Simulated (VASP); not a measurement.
A run of VASP 6.6.1 is set up as follows.

The input INCAR:

```
PREC = Accurate ; ENCUT = 500
EDIFF = 1E-6 ; ISMEAR = 0
SIGMA = 0.1 ; LREAL = False
LASPH = True ; NELM = 200
ALGO = Normal ; ISIF = 2
LWAVE = False ; LCHARG = False
GGA = PE ; NBANDS = 31
GGA_COMPAT = False ; LMAXMIX = 6
```

File KPOINTS:

```
Automatic mesh
0
Gamma
  8 8 8
```

File POSCAR:

```
TmTaSe4
1.0
    0.0000000000      4.9319549087      4.9319549087
    4.9319549087      0.0000000000      4.9319549087
    4.9319549087      4.9319549087      0.0000000000
Tm Ta Se
1 1 4
Direct
    0.5000000000      0.5000000000      0.5000000000
    0.7500000000      0.7500000000      0.7500000000
    0.8883411235      0.3349766295      0.8883411235
    0.8883411235      0.8883411235      0.8883411235
    0.3349766295      0.8883411235      0.8883411235
    0.8883411235      0.8883411235      0.3349766295
```

Potentials or basis: VASP PAW PBE potentials, release 64 (Tm_3, Ta_pv, Se), 4f in core.

Launch:

```bash
$ cat potpaw_PBE.64/Tm_3/POTCAR potpaw_PBE.64/Ta_pv/POTCAR potpaw_PBE.64/Se/POTCAR > POTCAR
$ mpirun -np 1 vasp_std > vasp.out
```

(1) Predict the pressure.

(2) Predict the largest force.

(3) Predict the band gap on the k mesh.

Answers

(1) 0.1 GPa.

(2) 0.047 eV/Å.

(3) zero (bands 22 and 23 overlap by 0.35 eV).

Caveat: spin-orbit coupling is left out, which moves the levels of the heavy elements; the 4f electrons are frozen in the core, so they carry no moment and show no levels; the run has no spin polarisation, though such a crystal can be magnetic.
